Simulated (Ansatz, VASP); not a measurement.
**Two plane-wave programs on HfO2**

Contents of INCAR:

```
ALGO = Normal
EDIFF = 1E-6
ENCUT = 520
GGA = PE
ISIF = 2
ISMEAR = 0
LASPH = True
LCHARG = True
LELF = True
LREAL = False
LVHAR = True
LWAVE = False
NBANDS = 18
NELM = 60
PREC = Accurate
SIGMA = 0.01
```

The input KPOINTS:

```
k-points
0
Gamma
  6 6 6
```

POSCAR

```
HfO2
1.0
    0.0000000000      2.6559607331      2.6559607331
    2.6559607331      0.0000000000      2.6559607331
    2.6559607331      2.6559607331      0.0000000000
Hf O
1 2
Direct
    0.0000000000      0.0000000000      0.0000000000
    0.2500000000      0.2500000000      0.2500000000
    0.7500000000      0.7500000000      0.7500000000
```

Input for Ansatz:

```yaml
crystal:
  lattice:
    - [0.0, 2.6559607330968396, 2.6559607330968396]
    - [2.6559607330968396, 0.0, 2.6559607330968396]
    - [2.6559607330968396, 2.6559607330968396, 0.0]
  atoms:
    - { symbol: Hf, position: [0.0, 0.0, 0.0] }
    - { symbol: O, position: [0.25, 0.25, 0.25] }
    - { symbol: O, position: [0.75, 0.75, 0.75] }
basis:
  ecutwfc: 500.0
kpoints:
  mp_grid:
    grid: [6, 6, 6]
hamiltonian:
  xc: pbe
scf:
  occupations:
    method: fixed
output:
  stress: true
```

Alike in both runs: task single point; functional PBE; k mesh 6 × 6 × 6; no spin polarisation.

|  | VASP | Ansatz |
| --- | --- | --- |
| version | VASP 6.6.1 | Ansatz 0.2.0 |
| potentials or method | VASP PAW PBE potentials, release 64 (Hf_pv, O), cutoff 520 eV | plane waves, PAW |
| occupations | gaussian, width 0.01 eV | fixed |
| valence electrons in the cell | 22 | 38 |

|  | VASP | Ansatz | Ansatz less VASP |
| --- | --- | --- | --- |
| pressure (GPa) | -26.0 | -23.4 | +2.51 |

VASP's potentials hold 22 valence electrons a cell and Ansatz's 38, so a difference there can come from the potentials and not from the codes.

Spin-orbit coupling is off throughout.
